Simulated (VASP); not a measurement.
# Mo (I4_1/amd) in VASP: further runs

The runs below take Mo through single point, with PBE.

Everything below comes from runs of VASP 6.6.1. Logs are shortened: lines on timing, memory, paths and dates and some standing lists are left out, and cuts for length are marked.

## (1) The cell of the first run

Symmetry: I4_1/amd, No. 141, tetragonal system. Conventional cell: a = 4.856 Å, b = 4.856 Å, c = 2.544 Å, α = 90.00°, β = 90.00°, γ = 90.00°. Within 3.3 Å of Mo (site symmetry -4m2) lie 10 Mo at 2.51 to 3.09 Å.

## (2) Single point, PBE

INCAR

```
SYSTEM = Mo
ALGO = Normal
EDIFF = 1E-6
ENCUT = 520
GGA = PE
ISIF = 2
ISMEAR = -1
LASPH = .True.
LCHARG = .True.
LELF = .True.
LREAL = .False.
LVHAR = .True.
LWAVE = .False.
NBANDS = 21
NELM = 100
PREC = Accurate
SIGMA = 0.05
```

KPOINTS

```
k-points
0
Gamma
  17 17 17
  0 0 0
```

POSCAR

```
Mo
1.0
   -2.4281670186      2.4281670186      1.2720312152
    2.4281670186     -2.4281670186      1.2720312152
    2.4281670186      2.4281670186     -1.2720312152
Mo
2
Direct
   -0.3750000000     -0.1250000000     -0.2500000000
    0.3750000000      0.1250000000      0.2500000000
```

Potentials or basis: VASP PAW PBE potentials, release 64 (Mo_sv).

On the command line:

```bash
> cat potpaw_PBE.64/Mo_sv/POTCAR > POTCAR
> mpirun -np 1 vasp_std > vasp.out
```

OUTCAR:

```text
SYSTEM = Mo
   EDIFF = 1E-6
   ENCUT = 520
   GGA = PE
   ISIF = 2
   ISMEAR = -1
   LASPH = .True.
   LREAL = .False.
   NELM = 100
   PREC = Accurate

 ion  position               nearest neighbor table
   1  0.625  0.875  0.750-   2 2.51   2 2.51   2 2.51   2 2.51   2 3.09   2 3.09   2 3.09   2 3.09

   2  0.375  0.125  0.250-   1 2.51   1 2.51   1 2.51   1 2.51   1 3.09   1 3.09   1 3.09   1 3.09

  LATTYP: Found a body centered tetragonal cell.
 ALAT       =     4.8563340372
 C/A-ratio  =     0.5238647941

  Lattice vectors:

 A1 = (  -2.4281670186,   2.4281670186,   1.2720312152)
 A2 = (   2.4281670186,  -2.4281670186,   1.2720312152)
 A3 = (   2.4281670186,   2.4281670186,  -1.2720312152)

Analysis of symmetry for initial positions (statically):
=====================================================================
 Subroutine PRICEL returns:
 Original cell was already a primitive cell.

 Routine SETGRP: Setting up the symmetry group for a
 body centered tetragonal supercell.

 Subroutine GETGRP returns: Found 16 space group operations
 (whereof  4 operations were pure point group operations)
 out of a pool of 16 trial point group operations.

The static configuration has the point symmetry C_2h.
 The point group associated with its full space group is D_4h.

Analysis of symmetry for dynamics (positions and initial velocities):
=====================================================================
 Subroutine PRICEL returns:
 Original cell was already a primitive cell.

 Routine SETGRP: Setting up the symmetry group for a
 body centered tetragonal supercell.

 Subroutine GETGRP returns: Found 16 space group operations
 (whereof  4 operations were pure point group operations)
 out of a pool of 16 trial point group operations.

The dynamic configuration has the point symmetry C_2h.
 The point group associated with its full space group is D_4h.

 Subroutine INISYM returns: Found 16 space group operations
 (whereof  4 operations are pure point group operations),
 and found     1 'primitive' translations

----------------------------------------------------------------------------------------

                                     Primitive cell

  volume of cell :      29.9996

  direct lattice vectors                    reciprocal lattice vectors
    -2.428167019  2.428167019  1.272031215     0.000000000  0.205916643  0.393072115
     2.428167019 -2.428167019  1.272031215     0.205916643  0.000000000  0.393072115
     2.428167019  2.428167019 -1.272031215     0.205916643  0.205916643  0.000000000

  length of vectors
     3.661973997  3.661973997  3.661973997     0.443742438  0.443742438  0.291210109

  position of ions in fractional coordinates (direct lattice)
     0.625000000  0.875000000  0.750000000
     0.375000000  0.125000000  0.250000000

  ion indices of the primitive-cell ions
   primitive index   ion index
                 1           1
                 2           2

----------------------------------------------------------------------------------------

 KPOINTS: k-points

Automatic generation of k-mesh.
 Grid dimensions read from file:
 generate k-points for:   17   17   17

 Generating k-lattice:

  Cartesian coordinates                     Fractional coordinates (reciprocal lattice)
     0.000000000  0.012112744  0.023121889     0.058823529  0.000000000 -0.000000000
     0.012112744  0.000000000  0.023121889     0.000000000  0.058823529 -0.000000000
     0.012112744  0.012112744  0.000000000     0.000000000  0.000000000  0.058823529

  Length of vectors
     0.026102496  0.026102496  0.017130006

  Shift w.r.t. Gamma in fractional coordinates (k-lattice)
     0.000000000  0.000000000  0.000000000

 Subroutine IBZKPT returns following result:
 ===========================================

 Found    405 irreducible k-points:

 Following reciprocal coordinates:
            Coordinates               Weight
  0.000000  0.000000  0.000000      1.000000
  0.058824  0.000000  0.000000      8.000000
  0.117647 -0.000000  0.000000      8.000000
  0.176471 -0.000000  0.000000      8.000000
  0.235294 -0.000000  0.000000      8.000000
  0.294118 -0.000000  0.000000      8.000000
[... 16 lines left out ...]
 -0.176471  0.058824 -0.000000     16.000000
 -0.117647  0.058824 -0.000000     16.000000
 [... further k-points ...]
   k-points           NKPTS =    405   k-points in BZ     NKDIM =    405   number of bands    NBANDS=     21
   number of dos      NEDOS =    301   number of ions     NIONS =      2
   total plane-waves  NPLWV =  21952
   dimension x,y,z NGX =    28 NGY =   28 NGZ =   28
   dimension x,y,z NGXF=    56 NGYF=   56 NGZF=   56
   ions per type =               2
   NGX,Y,Z   is equivalent  to a cutoff of  12.71, 12.71, 12.71 a.u.
   NGXF,Y,Z  is equivalent  to a cutoff of  25.42, 25.42, 25.42 a.u.
 SYSTEM =  Mo
   PREC   = accura    normal or accurate (medium, high low for compatibility)
   ISTART =      0    job   : 0-new  1-cont  2-samecut
   ICHARG =      2    charge: 1-file 2-atom 10-const
   ISPIN  =      1    spin polarized calculation?
   LNONCOLLINEAR =      F non collinear calculations
   LSORBIT =      F    spin-orbit coupling
   LASPH  =      T    aspherical Exc in radial PAW
   ENCUT  =  520.0 eV  38.22 Ry    6.18 a.u.   6.81  6.81  6.81*2*pi/ulx,y,z
   NELM   =    100;   NELMIN=  2; NELMDL= -5     # of ELM steps
   EDIFF  = 0.1E-05   stopping-criterion for ELM
   LREAL  =      F    real-space projection
   EDIFFG = 0.1E-04   stopping-criterion for IOM
   NSW    =      0    number of steps for IOM
   IBRION =     -1    ionic relax: 0-MD 1-quasi-New 2-CG
   NFREE  =      0    steps in history (QN), initial steepest desc. (CG)
   ISIF   =      2    stress and relaxation
   ISYM   =      2    0-nonsym 1-usesym 2-fastsym
   POTIM  = 0.5000    time-step for ionic-motion
   TEBEG  =    0.0;   TEEND  =   0.0 temperature during run
   PSTRESS=    0.0 pullay stress
   NELECT =      28.0000    total number of electrons
   NUPDOWN=      -1.0000    fix difference up-down
   EMIN   =  10.00;   EMAX   =-10.00  energy-range for DOS
   EFERMI =   0.00;   METHOD = LEGACY
   ISMEAR =    -1;   SIGMA  =   0.05  broadening in eV -4-tet -1-fermi 0-gaus
   EFERMI_NEDOS =   21; number of points for ismear=-14 and -15
   IALGO  =     38    algorithm
   IMIX   =      4    mixing-type and parameters
     AMIX     =   0.40;   BMIX     =  1.00
     AMIX_MAG =   1.60;   BMIX_MAG =  1.00
  volume/ion in A,a.u.               =      15.00       101.22
  Fermi-wavevector in a.u.,A,eV,Ry     =   1.599887  3.023347 34.825980  2.559637
  Thomas-Fermi vector in A             =   2.697109
   LORBIT       =      0    0 simple, 1 ext, 2 COOP (PROOUT), +10 PAW based schemes
   GGA     = PE    functional components
   LHFCALC =     F    Hartree Fock is set to
   AEXX    =    0.0000 exact exchange contribution
   IVDW    =     0    specifies the selected vdW correction
   LEPSILON=     F    determine dielectric tensor
   LRPA    =     F    only Hartree local field effects (RPA)
 non-spin polarized calculation
  energy-cutoff  :      520.00
  volume of cell :       30.00
 maximum number of plane-waves:       819
   NGX = 13   NGY = 13   NGZ = 13

 number of electron      27.9999996 magnetization

 Free energy of the ion-electron system (eV)
  ---------------------------------------------------
  ext. energy  EPLUGINS =         0.00000000
  ---------------------------------------------------
  free energy    TOTEN  =       -19.86358708 eV

  energy without entropy =      -19.84978131  energy(sigma->0) =      -19.85668420

 E-fermi :  13.2041     XC(G=0): -13.5165

 val. band max:       13.2005690935   @ k =   0.2353   0.1176   0.0588
 cond. band min:      13.2073588942   @ k =  -0.2353   0.4118   0.0588
 fundamental gap:      0.0067898007
 Fermi energy:        13.2041217608

 k-point     1 :       0.0000    0.0000    0.0000
  band No.  band energies     occupation
      1     -47.9667      2.00000
      2     -47.3521      2.00000
      3     -22.6284      2.00000
      4     -22.6284      2.00000
      5     -20.9544      2.00000
      6     -20.9544      2.00000
[... 13 lines left out ...]
     20      20.3457      0.00000
     21      20.3457      0.00000

 k-point     2 :       0.0588    0.0000    0.0000
  band No.  band energies     occupation
      1     -47.9540      2.00000
      2     -47.3486      2.00000
      3     -22.6217      2.00000
      4     -22.6047      2.00000
      5     -21.0014      2.00000
      6     -20.9500      2.00000
[... 13 lines left out ...]
     20      20.7227      0.00000
     21      21.0363      0.00000

 k-point     3 :       0.1176   -0.0000    0.0000
  band No.  band energies     occupation
      1     -47.9171      2.00000
      2     -47.3387      2.00000
      3     -22.6021      2.00000
      4     -22.5370      2.00000
      5     -21.1717      2.00000
      6     -21.1282      2.00000
[... 13 lines left out ...]
     20      21.7171      0.00000
     21      22.2460      0.00000

 k-point     4 :       0.1765   -0.0000    0.0000
  band No.  band energies     occupation
      1     -47.8599      2.00000
      2     -47.3245      2.00000
      3     -22.5720      2.00000
      4     -22.4372      2.00000
      5     -21.4483      2.00000
      6     -21.3798      2.00000
[... 13 lines left out ...]
     20      22.9608      0.00000
     21      23.4644      0.00000

 k-point     5 :       0.2353   -0.0000    0.0000
  band No.  band energies     occupation
      1     -47.7886      2.00000
      2     -47.3087      2.00000
      3     -22.5350      2.00000
      4     -22.3342      2.00000
      5     -21.7741      2.00000
      6     -21.6516      2.00000
[... 13 lines left out ...]
     20      24.0090      0.00000
     21      24.2354      0.00000
[... 382 lines left out ...]
     20      23.0950      0.00000
     21      24.5787      0.00000

 k-point    22 :      -0.2353    0.0588    0.0000
  band No.  band energies     occupation
      1     -47.8415      2.00000
      2     -47.3431      2.00000
      3     -22.5754      2.00000
      4     -22.3559      2.00000
      5     -21.4963      2.00000
      6     -21.3719      2.00000
[... 13 lines left out ...]
     20      22.3501      0.00000
     21      23.9404      0.00000

 k-point    23 :      -0.1765    0.0588   -0.0000
  band No.  band energies     occupation
      1     -47.9023      2.00000
      2     -47.3537      2.00000
      3     -22.6015      2.00000
      4     -22.4732      2.00000
      5     -21.2372      2.00000
      6     -21.1267      2.00000
[... 13 lines left out ...]
     20      21.3086      0.00000
     21      22.8845      0.00000

 k-point    24 :      -0.1176    0.0588   -0.0000
  band No.  band energies     occupation
      1     -47.9438      2.00000
      2     -47.3590      2.00000
      3     -22.6160      2.00000
      4     -22.5655      2.00000
      5     -21.0742      2.00000
      6     -20.9804      2.00000
[... 13 lines left out ...]
     20      20.4244      0.00000
     21      21.8347      0.00000

 [... further k-points ...]

------------------------ aborting loop because EDIFF is reached ----------------------------------------

  FORCE on cell =-STRESS in cart. coord.  units (eV):
  Direction    XX          YY          ZZ          XY          YZ          ZX
  --------------------------------------------------------------------------------------
  -------------------------------------------------------------------------------------
  Total        5.9638270      5.9638270      5.9654144     -0.0000000      0.0000000     -0.0000000
  in kB      318.5082926    318.5082926    318.5930745     -0.0000000      0.0000000     -0.0000000
  external PRESSURE =     318.5365532 kB  Pullay stress =       0.0000000 kB

 VOLUME and BASIS-vectors are now :
 -----------------------------------------------------------------------------
  energy-cutoff  :      520.00
  volume of cell :       30.00
      direct lattice vectors                 reciprocal lattice vectors
    -2.428167019  2.428167019  1.272031215     0.000000000  0.205916643  0.393072115
     2.428167019 -2.428167019  1.272031215     0.205916643  0.000000000  0.393072115
     2.428167019  2.428167019 -1.272031215     0.205916643  0.205916643  0.000000000

 POSITION                                       TOTAL-FORCE (eV/Angst)
 -----------------------------------------------------------------------------------
      2.42817      1.21408      0.95402        -0.000000     -0.000000      0.000000
      0.00000      1.21408      0.31801         0.000000      0.000000     -0.000000
 -----------------------------------------------------------------------------------
    total drift:                               -0.000000      0.000000     -0.000000

  FREE ENERGIE OF THE ION-ELECTRON SYSTEM (eV)
  ---------------------------------------------------
  free  energy   TOTEN  =       -19.8635870765 eV

  energy  without entropy=      -19.8497813149  energy(sigma->0) =      -19.85668420
```

Wall time 87 s (1 thread of Intel Xeon 6975P-C (Granite Rapids), shared host); peak memory 0.31 GiB.

What came out:

| Item | Value |
| --- | --- |
| Free energy | -19.8636 eV |
| Pressure | 31.9 GPa |
| Band gap on the k mesh | zero (bands 14 and 15 overlap by 3.26 eV) |

Levels at points of the mesh, in eV from the Fermi level:
```csv
k point,band 11,band 12,band 13,band 14,band 15,band 16,band 17,band 18
"(0.00, 0.00, 0.00)",-4.30,-3.71,-3.13,1.92,1.92,1.98,1.98,4.55
```

Caveat: the cell stands under pressure.

## (3) Single point, PBE

INCAR

```
ALGO     = Normal         # electronic algorithm
EDIFF    = 1E-6           # SCF threshold, eV
ENCUT    = 520            # plane-wave cutoff, eV
GGA      = PE             # functional
ISIF     = 2              # what is computed and relaxed
ISMEAR   = -1             # smearing method
LASPH    = T              # aspherical terms in the spheres
LCHARG   = F              # write CHGCAR
LREAL    = F              # projectors in reciprocal space
LWAVE    = F              # write WAVECAR
NBANDS   = 21             # bands
NELM     = 80             # most SCF steps
PREC     = Accurate       # precision mode
SIGMA    = 0.05           # smearing width, eV
```

KPOINTS

```
k-points
0
Gamma
  17 17 17
```

POSCAR

```
Mo
1.0
   -2.4280400729      2.4280400729      1.2720243963
    2.4280400729     -2.4280400729      1.2720243963
    2.4280400729      2.4280400729     -1.2720243963
Mo
2
Direct
   -0.3750000000     -0.1250000000     -0.2500000000
    0.3750000000      0.1250000000      0.2500000000
```

Potentials or basis: VASP PAW PBE potentials, release 64 (Mo_sv).

On the command line:

```bash
> cat potpaw_PBE.64/Mo_sv/POTCAR > POTCAR
> mpirun -np 1 vasp_std > vasp.out
```

It took 96 s on 1 thread of Intel Xeon 6975P-C (Granite Rapids), shared host; peak memory 0.3 GiB.

The run converged. Its results:

| Item | Value |
| --- | --- |
| Free energy | -19.8629 eV |
| Pressure | 31.9 GPa |
| Band gap on the k mesh | zero (bands 14 and 15 overlap by 3.26 eV) |

Levels at points of the mesh, in eV from the Fermi level:
```tsv
k point	band 11	band 12	band 13	band 14	band 15	band 16	band 17	band 18
(0.00, 0.00, 0.00)	-4.30	-3.71	-3.13	1.92	1.92	1.98	1.98	4.55
```

Caveat: the cell stands under pressure.
